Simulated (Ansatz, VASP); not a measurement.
## One calculation of BaHf3O2, two programs

```xyz
6
Lattice="5.5548 0.0000 0.0000 -2.7774 4.8106 0.0000 0.0000 0.0000 8.7396" Properties=species:S:1:pos:R:3 pbc="T T T"
Ba    0.0000    0.0000    4.3698
Hf    0.0000    3.2071    4.3698
Hf    2.7774    1.6035    4.3698
Hf    0.0000    0.0000    0.0000
O     0.0000    0.0000    6.8204
O     0.0000    0.0000    1.9193
```

Alike in both runs: functional PBE; k mesh 12 × 12 × 4; occupations gaussian, width 0.1 eV; no spin polarisation.

Ansatz relaxed the structure, and its values are those at the end. VASP's run is a single point on that final structure, the one shown.

```csv
,VASP,Ansatz
version,VASP 6.6.1,Ansatz 0.2.0
potentials or method,"VASP PAW PBE potentials, release 64 (Ba_sv, Hf_pv, O), cutoff 520 eV","scalar-relativistic, plane waves, PAW"
valence electrons in the cell,52,100
```

```tsv
	VASP	Ansatz	Ansatz less VASP
gap on the k mesh at the Fermi level (eV)	none	none	-
pressure (GPa)	0.5	0.0	-0.49
rms of the force components (eV/Å)	0.167	0.000	-0.1666
```

A gap of «none» marks a metal or a gap that the smearing closes. One of these differences is far larger than is usual between the two programs; its cause wasn't traced. VASP's potentials hold 52 valence electrons a cell and Ansatz's 100, so a difference there can come from the potentials and not from the codes.

Spin-orbit coupling is off throughout.
